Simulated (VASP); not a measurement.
# Cu in VASP: settings compared

The runs below take Cu through single point, with PBEsol, LDA, HF.

Program: VASP 6.6.1. These are calculated values, not measurements. Logs are shortened: lines on timing, memory, paths and dates and some standing lists are left out, and cuts for length are marked.

## 1. The cell of the first run

It takes space group I4/mmm (No. 139, tetragonal). Conventional cell: a = 2.945 Å, b = 2.945 Å, c = 2.642 Å, α = 90.00°, β = 90.00°, γ = 90.00°. Cu (site symmetry 4/mmm) has 14 Cu at 2.47 to 2.95 Å within 3.3 Å.

## 2. Single point, PBEsol

The input, INCAR:

```
PREC = Accurate
ENCUT = 600
EDIFF = 1E-6
ISMEAR = -1
SIGMA = 0.05
LREAL = False
LASPH = True
NELM = 120
ALGO = Normal
ISIF = 2
LWAVE = False
LCHARG = True
GGA = PS
LELF = True
LVHAR = True
NBANDS = 12
GGA_COMPAT = False
```

The input, KPOINTS:

```
Automatic mesh
0
Gamma
  13 13 13
```

The input, POSCAR:

```
Cu
1.0
   -1.4725447660      1.4725447660      1.3210381920
    1.4725447660     -1.4725447660      1.3210381920
    1.4725447660      1.4725447660     -1.3210381920
Cu
1
Direct
    0.0000000000      0.0000000000      0.0000000000
```

Potentials or basis: VASP PAW PBE potentials, release 64 (Cu).

Command:

```bash
cat potpaw_PBE.64/Cu/POTCAR > POTCAR
mpirun -np 1 vasp_std > vasp.out
```

OUTCAR:

```text
PREC = Accurate
   ENCUT = 600
   EDIFF = 1E-6
   ISMEAR = -1
   LREAL = False
   LASPH = True
   NELM = 120
   ISIF = 2
   GGA = PS

 ion  position               nearest neighbor table
   1  0.000  0.000  0.000-

  LATTYP: Found a body centered tetragonal cell.
 ALAT       =     2.9450895320
 C/A-ratio  =     0.8971124155

  Lattice vectors:

 A1 = (  -1.4725447660,   1.4725447660,   1.3210381920)
 A2 = (   1.4725447660,  -1.4725447660,   1.3210381920)
 A3 = (   1.4725447660,   1.4725447660,  -1.3210381920)

Analysis of symmetry for initial positions (statically):
=====================================================================
 Subroutine PRICEL returns:
 Original cell was already a primitive cell.

 Routine SETGRP: Setting up the symmetry group for a
 body centered tetragonal supercell.

 Subroutine GETGRP returns: Found 16 space group operations
 (whereof 16 operations were pure point group operations)
 out of a pool of 16 trial point group operations.

The static configuration has the point symmetry D_4h.

Analysis of symmetry for dynamics (positions and initial velocities):
=====================================================================
 Subroutine PRICEL returns:
 Original cell was already a primitive cell.

 Routine SETGRP: Setting up the symmetry group for a
 body centered tetragonal supercell.

 Subroutine GETGRP returns: Found 16 space group operations
 (whereof 16 operations were pure point group operations)
 out of a pool of 16 trial point group operations.

The dynamic configuration has the point symmetry D_4h.

 Subroutine INISYM returns: Found 16 space group operations
 (whereof 16 operations are pure point group operations),
 and found     1 'primitive' translations

----------------------------------------------------------------------------------------

                                     Primitive cell

  volume of cell :      11.4581

  direct lattice vectors                    reciprocal lattice vectors
    -1.472544766  1.472544766  1.321038192     0.000000000  0.339548251  0.378490193
     1.472544766 -1.472544766  1.321038192     0.339548251  0.000000000  0.378490193
     1.472544766  1.472544766 -1.321038192     0.339548251  0.339548251  0.000000000

  length of vectors
     2.466154513  2.466154513  2.466154513     0.508475998  0.508475998  0.480193742

  position of ions in fractional coordinates (direct lattice)
     0.000000000  0.000000000  0.000000000

  ion indices of the primitive-cell ions
   primitive index   ion index
                 1           1

----------------------------------------------------------------------------------------

 KPOINTS: Automatic mesh

Automatic generation of k-mesh.
 Grid dimensions read from file:
 generate k-points for:   13   13   13

 Generating k-lattice:

  Cartesian coordinates                     Fractional coordinates (reciprocal lattice)
     0.000000000  0.026119096  0.029114630     0.076923077  0.000000000  0.000000000
     0.026119096  0.000000000  0.029114630     0.000000000  0.076923077  0.000000000
     0.026119096  0.026119096  0.000000000     0.000000000  0.000000000  0.076923077

  Length of vectors
     0.039113538  0.039113538  0.036937980

  Shift w.r.t. Gamma in fractional coordinates (k-lattice)
     0.000000000  0.000000000  0.000000000

 Subroutine IBZKPT returns following result:
 ===========================================

 Found    196 irreducible k-points:

 Following reciprocal coordinates:
            Coordinates               Weight
  0.000000  0.000000  0.000000      1.000000
  0.076923  0.000000 -0.000000      8.000000
  0.153846  0.000000 -0.000000      8.000000
  0.230769  0.000000 -0.000000      8.000000
  0.307692  0.000000 -0.000000      8.000000
  0.384615  0.000000  0.000000      8.000000
[... 16 lines left out ...]
  0.384615  0.153846  0.000000     16.000000
  0.461538  0.153846 -0.000000     16.000000
 [... further k-points ...]
   k-points           NKPTS =    196   k-points in BZ     NKDIM =    196   number of bands    NBANDS=     12
   number of dos      NEDOS =    301   number of ions     NIONS =      1
   total plane-waves  NPLWV =   8000
   dimension x,y,z NGX =    20 NGY =   20 NGZ =   20
   dimension x,y,z NGXF=    40 NGYF=   40 NGZF=   40
   ions per type =               1
   NGX,Y,Z   is equivalent  to a cutoff of  13.48, 13.48, 13.48 a.u.
   NGXF,Y,Z  is equivalent  to a cutoff of  26.96, 26.96, 26.96 a.u.
 SYSTEM =  unknown system
   PREC   = accura    normal or accurate (medium, high low for compatibility)
   ISTART =      0    job   : 0-new  1-cont  2-samecut
   ICHARG =      2    charge: 1-file 2-atom 10-const
   ISPIN  =      1    spin polarized calculation?
   LNONCOLLINEAR =      F non collinear calculations
   LSORBIT =      F    spin-orbit coupling
   LASPH  =      T    aspherical Exc in radial PAW
   ENCUT  =  600.0 eV  44.10 Ry    6.64 a.u.   4.93  4.93  4.93*2*pi/ulx,y,z
   NELM   =    120;   NELMIN=  2; NELMDL= -5     # of ELM steps
   EDIFF  = 0.1E-05   stopping-criterion for ELM
   LREAL  =      F    real-space projection
[... 7 lines left out ...]
   TEBEG  =    0.0;   TEEND  =   0.0 temperature during run
   PSTRESS=    0.0 pullay stress
   NELECT =      11.0000    total number of electrons
   NUPDOWN=      -1.0000    fix difference up-down
   EMIN   =  10.00;   EMAX   =-10.00  energy-range for DOS
   EFERMI =   0.00;   METHOD = LEGACY
   ISMEAR =    -1;   SIGMA  =   0.05  broadening in eV -4-tet -1-fermi 0-gaus
   EFERMI_NEDOS =   21; number of points for ismear=-14 and -15
   IALGO  =     38    algorithm
   IMIX   =      4    mixing-type and parameters
     AMIX     =   0.40;   BMIX     =  1.00
     AMIX_MAG =   1.60;   BMIX_MAG =  1.00
  volume/ion in A,a.u.               =      11.46        77.32
  Fermi-wavevector in a.u.,A,eV,Ry     =   1.614984  3.051878 35.486359  2.608174
  Thomas-Fermi vector in A             =   2.709805
   LORBIT       =      0    0 simple, 1 ext, 2 COOP (PROOUT), +10 PAW based schemes
   GGA     = PS    functional components
   LHFCALC =     F    Hartree Fock is set to
   AEXX    =    0.0000 exact exchange contribution
   IVDW    =     0    specifies the selected vdW correction
   LEPSILON=     F    determine dielectric tensor
   LRPA    =     F    only Hartree local field effects (RPA)
 non-spin polarized calculation
  energy-cutoff  :      600.00
  volume of cell :       11.46
 maximum number of plane-waves:       397
   NGX =  9   NGY =  9   NGZ =  9

 number of electron      11.0000011 magnetization

 Free energy of the ion-electron system (eV)
  ---------------------------------------------------
  ext. energy  EPLUGINS =         0.00000000
  ---------------------------------------------------
  free energy    TOTEN  =        -4.27534497 eV

  energy without entropy =       -4.27283499  energy(sigma->0) =       -4.27408998

 E-fermi :   7.7080     XC(G=0): -13.0839

 val. band max:        7.6888687472   @ k =  -0.0769   0.4615   0.0769
 cond. band min:       7.7738492022   @ k =  -0.2308  -0.3077   0.1538
 fundamental gap:      0.0849804550
 Fermi energy:         7.7080184590

 k-point     1 :       0.0000    0.0000    0.0000
  band No.  band energies     occupation
      1      -1.8362      2.00000
      2       4.3143      2.00000
      3       4.7795      2.00000
      4       4.7795      2.00000
      5       5.3412      2.00000
      6       5.8547      2.00000
      7      31.6891      0.00000
      8      31.6891      0.00000
      9      35.0256      0.00000
     10      35.6987      0.00000
     11      36.0463      0.00000
     12      36.8541      0.00000

 k-point     2 :       0.0769    0.0000   -0.0000
  band No.  band energies     occupation
      1      -1.5932      2.00000
      2       4.3386      2.00000
      3       4.7639      2.00000
      4       4.7948      2.00000
      5       5.3590      2.00000
      6       5.8165      2.00000
      7      30.7718      0.00000
      8      31.0070      0.00000
      9      32.6093      0.00000
     10      34.5844      0.00000
     11      35.4406      0.00000
     12      36.0552      0.00000

 k-point     3 :       0.1538    0.0000   -0.0000
  band No.  band energies     occupation
      1      -0.8820      2.00000
      2       4.3032      2.00000
      3       4.6963      2.00000
      4       4.9491      2.00000
      5       5.4301      2.00000
      6       5.7340      2.00000
      7      27.6776      0.00000
      8      29.7115      0.00000
      9      29.7212      0.00000
     10      32.3747      0.00000
     11      33.9616      0.00000
     12      36.6799      0.00000

 k-point     4 :       0.2308    0.0000   -0.0000
  band No.  band energies     occupation
      1       0.2245      2.00000
      2       4.1457      2.00000
      3       4.6020      2.00000
      4       5.2997      2.00000
      5       5.5640      2.00000
      6       5.6670      2.00000
      7      23.4735      0.00000
      8      27.8795      0.00000
      9      28.2339      0.00000
     10      30.6489      0.00000
     11      32.8817      0.00000
     12      37.7973      0.00000

 k-point     5 :       0.3077    0.0000   -0.0000
  band No.  band energies     occupation
      1       1.4935      2.00000
      2       3.9511      2.00000
      3       4.7219      2.00000
      4       5.6175      2.00000
      5       5.7365      2.00000
      6       5.7508      2.00000
      7      19.4475      0.00000
      8      26.3711      0.00000
      9      26.7123      0.00000
     10      29.5890      0.00000
     11      32.2348      0.00000
     12      39.1253      0.00000

 k-point     6 :       0.3846    0.0000    0.0000
  band No.  band energies     occupation
      1       2.3466      2.00000
      2       3.7864      2.00000
      3       5.5268      2.00000
      4       5.6825      2.00000
      5       5.9128      2.00000
      6       6.1362      2.00000
      7      15.8608      0.00000
      8      25.2875      0.00000
      9      25.4765      0.00000
     10      29.0030      0.00000
     11      31.9078      0.00000
     12      40.3432      0.00000

 k-point     7 :       0.4615    0.0000   -0.0000
  band No.  band energies     occupation
      1       2.5856      2.00000
      2       3.6936      2.00000
      3       5.5941      2.00000
      4       5.9920      2.00000
      5       6.3777      2.00000
      6       7.0905      1.99999
      7      13.2106      0.00000
      8      24.7211      0.00000
      9      24.7922      0.00000
     10      28.7384      0.00000
     11      31.7816      0.00000
     12      41.1050      0.00000

 k-point     8 :       0.0769    0.0769   -0.0000
  band No.  band energies     occupation
      1      -1.0897      2.00000
      2       4.3503      2.00000
      3       4.6744      2.00000
      4       4.8836      2.00000
      5       5.4621      2.00000
      6       5.7244      2.00000
      7      29.1587      0.00000
      8      29.4652      0.00000
      9      31.1961      0.00000
     10      32.5656      0.00000
     11      34.7011      0.00000
     12      35.0332      0.00000
[... 166 lines left out ...]
 k-point    20 :       0.1538    0.1538   -0.0000
  band No.  band energies     occupation
      1       0.9297      2.00000
      2       4.1527      2.00000
      3       4.3477      2.00000
      4       5.5243      2.00000
      5       5.6189      2.00000
      6       5.8081      2.00000
      7      23.2421      0.00000
      8      23.7922      0.00000
      9      26.7757      0.00000
     10      32.4762      0.00000
     11      34.5615      0.00000
     12      36.0301      0.00000

 k-point    21 :       0.2308    0.1538    0.0000
  band No.  band energies     occupation
      1       2.0985      2.00000
      2       4.0231      2.00000
      3       4.2954      2.00000
      4       5.4913      2.00000
      5       5.9702      2.00000
      6       6.3245      2.00000
      7      19.5169      0.00000
      8      21.8830      0.00000
      9      25.5997      0.00000
     10      31.8876      0.00000
     11      34.8855      0.00000
     12      36.9844      0.00000

 k-point    22 :       0.3077    0.1538   -0.0000
  band No.  band energies     occupation
      1       2.7868      2.00000
      2       3.8484      2.00000
      3       4.6775      2.00000
      4       5.5333      2.00000
      5       6.0857      2.00000
      6       7.4505      1.98848
      7      15.9579      0.00000
      8      20.6163      0.00000
      9      24.8577      0.00000
     10      31.3138      0.00000
     11      35.5889      0.00000
     12      37.3529      0.00000

 k-point    23 :       0.3846    0.1538    0.0000
  band No.  band energies     occupation
      1       2.9402      2.00000
      2       3.7649      2.00000
      3       5.0271      2.00000
      4       5.6131      2.00000
      5       6.1135      2.00000
      6       8.9444      0.00000
      7      13.3055      0.00000
      8      19.8253      0.00000
      9      24.6079      0.00000
     10      30.9796      0.00000
     11      36.2656      0.00000
     12      38.1333      0.00000

 k-point    24 :       0.4615    0.1538   -0.0000
  band No.  band energies     occupation
      1       2.9324      2.00000
      2       3.7777      2.00000
      3       5.0158      2.00000
      4       5.6314      2.00000
      5       6.0037      2.00000
      6       8.6868      0.00000
      7      13.7434      0.00000
      8      19.5612      0.00000
      9      24.9062      0.00000
     10      30.8831      0.00000
     11      36.7955      0.00000
     12      39.4631      0.00000

 [... further k-points ...]

------------------------ aborting loop because EDIFF is reached ----------------------------------------

  FORCE on cell =-STRESS in cart. coord.  units (eV):
  Direction    XX          YY          ZZ          XY          YZ          ZX
  --------------------------------------------------------------------------------------
  -------------------------------------------------------------------------------------
  Total       -0.0179113     -0.0179113     -0.0148905      0.0000000      0.0000000      0.0000000
  in kB       -2.5045271     -2.5045271     -2.0821265      0.0000000      0.0000000      0.0000000
  external PRESSURE =      -2.3637269 kB  Pullay stress =       0.0000000 kB

 VOLUME and BASIS-vectors are now :
 -----------------------------------------------------------------------------
  energy-cutoff  :      600.00
  volume of cell :       11.46
      direct lattice vectors                 reciprocal lattice vectors
    -1.472544766  1.472544766  1.321038192     0.000000000  0.339548251  0.378490193
     1.472544766 -1.472544766  1.321038192     0.339548251  0.000000000  0.378490193
     1.472544766  1.472544766 -1.321038192     0.339548251  0.339548251  0.000000000

 POSITION                                       TOTAL-FORCE (eV/Angst)
 -----------------------------------------------------------------------------------
      0.00000      0.00000      0.00000         0.000000      0.000000      0.000000
 -----------------------------------------------------------------------------------
    total drift:                               -0.000000     -0.000000      0.000000

  FREE ENERGIE OF THE ION-ELECTRON SYSTEM (eV)
  ---------------------------------------------------
  free  energy   TOTEN  =        -4.2753449687 eV

  energy  without entropy=       -4.2728349936  energy(sigma->0) =       -4.27408998
```

Run time: 40 s. Hardware: 1 thread of AMD EPYC 7R43 (Zen 3), shared host; peak memory 0.11 GiB.

What came out:

* Free energy: -4.2753 eV
* Pressure: -0.2 GPa
* Band gap on the k mesh: zero (an odd number of electrons rules out a gap without spin polarisation)

Levels at points of the mesh, in eV from the Fermi level:
```csv
k point,band 3,band 4,band 5,band 6,band 7,band 8,band 9,band 10
"(0.00, 0.00, 0.00)",-2.93,-2.93,-2.37,-1.85,23.98,23.98,27.32,27.99
```

Caveat: the PAW data sets were made with another functional, which shifts forces and pressure a little.

## 3. Single point, PBEsol

The input, INCAR:

```
SYSTEM = Cu
ALGO = Normal
EDIFF = 1E-6
ENCUT = 600
GGA = PS
GGA_COMPAT = .FALSE.
ISIF = 2
ISMEAR = -1
LASPH = .TRUE.
LCHARG = .TRUE.
LELF = .TRUE.
LREAL = .FALSE.
LVHAR = .TRUE.
LWAVE = .FALSE.
NBANDS = 12
NELM = 120
PREC = Accurate
SIGMA = 0.05
```

The input, KPOINTS:

```
k-points
0
G
  13 13 13
  0 0 0
```

The input, POSCAR:

```
Cu
1.0
   -1.4574413435      1.4574413435      1.3485598210
    1.4574413435     -1.4574413435      1.3485598210
    1.4574413435      1.4574413435     -1.3485598210
Cu
1
Direct
    0.0000000000      0.0000000000      0.0000000000
```

Potentials or basis: VASP PAW PBE potentials, release 64 (Cu).

Command:

```bash
cat potpaw_PBE.64/Cu/POTCAR > POTCAR
mpirun -np 1 vasp_std > vasp.out
```

It took 33 s on 1 thread of AMD EPYC 7R43 (Zen 3), shared host; peak memory 0.11 GiB.

It converged, with:

```yaml
Free_energy: -4.2758 eV
Pressure: -0.4 GPa
Band_gap_on_the_k_mesh: zero (an odd number of electrons rules out a gap without spin polarisation)
```

Stress tensor (GPa, compression positive):
```
-0.61  0.00  0.00
 0.00 -0.61  0.00
 0.00  0.00  0.03
```

Levels at points of the mesh, in eV from the Fermi level:
| k point | band 4 | band 5 | band 6 | band 7 | band 8 | band 9 |
| --- | --- | --- | --- | --- | --- | --- |
| (0.00, 0.00, 0.00) | -2.98 | -2.24 | -1.89 | 24.51 | 24.51 | 26.73 |

Caveat: the PAW data sets were made with another functional, which shifts forces and pressure a little.

(Part 1 of 2 ends here.)
